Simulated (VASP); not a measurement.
TiO2: single point with PBE

The system is TiO2.

```
CELL_PARAMETERS angstrom
4.59685 0.00000 0.00000
0.00000 4.59685 0.00000
0.00000 0.00000 3.07163
ATOMIC_POSITIONS crystal
Ti 0.00000 0.00000 0.00000
Ti 0.50000 0.50000 0.50000
O 0.30573 0.30573 0.00000
O 0.19427 0.80573 0.50000
O 0.80573 0.19427 0.50000
O 0.69427 0.69427 0.00000
```

This cell differs from its parent crystal: uniaxial z strain +4.0%.

```
Program             : VASP 6.6.1
Task                : single point
Functional          : PBE
Potentials or basis : VASP PAW PBE potentials, release 64 (Ti_sv, O)
Cutoff              : 520 eV
k mesh              : 6 × 6 × 8
Occupations         : fermi-dirac, width 0.02 eV
Spin                : no spin polarisation
```

* Pressure: -4.2 GPa
* Largest force: 0.049 eV/Å
* Band gap on the k mesh: 1.74 eV, direct

Forces in eV/Å, atoms in the order of the input:
```
Ti   0.000  0.000  0.000
Ti   0.000  0.000  0.000
O   -0.035 -0.035  0.000
O    0.035 -0.035  0.000
O   -0.035  0.035  0.000
O    0.035  0.035  0.000
```

Stress tensor (GPa, compression positive):
```
 -0.38   0.00   0.00
  0.00  -0.38   0.00
  0.00   0.00 -11.71
```

Levels at points of the mesh, in eV from the valence-band top:
```
           k point  band 21  band 22  band 23  band 24  band 25  band 26  band 27  band 28
(0.00, 0.00, 0.00)    -0.83    -0.43    -0.43     0.00     1.74     2.09     2.13     2.21
(0.50, 0.00, 0.00)    -1.82    -1.82    -0.74    -0.74     2.38     2.38     2.74     2.74
(0.50, 0.50, 0.00)    -1.48    -1.48    -1.01    -1.01     1.81     1.81     2.24     2.24
(0.00, 0.00, 0.50)    -2.36    -2.36    -1.39    -1.39     2.65     2.65     2.78     2.78
(0.50, 0.00, 0.50)    -1.98    -1.98    -1.01    -1.01     1.76     1.76     2.69     2.69
(0.50, 0.50, 0.50)    -1.26    -1.26    -0.67    -0.67     2.41     2.41     2.71     2.71
```

Run time: 46 s on 1 thread of Intel(R) Xeon(R) 6975P-C (Granite Rapids) (shared host), peak memory 0.22 GiB.

Caveat: the cell differs from its parent crystal (uniaxial z strain +4.0%). A k mesh can miss the band edges.
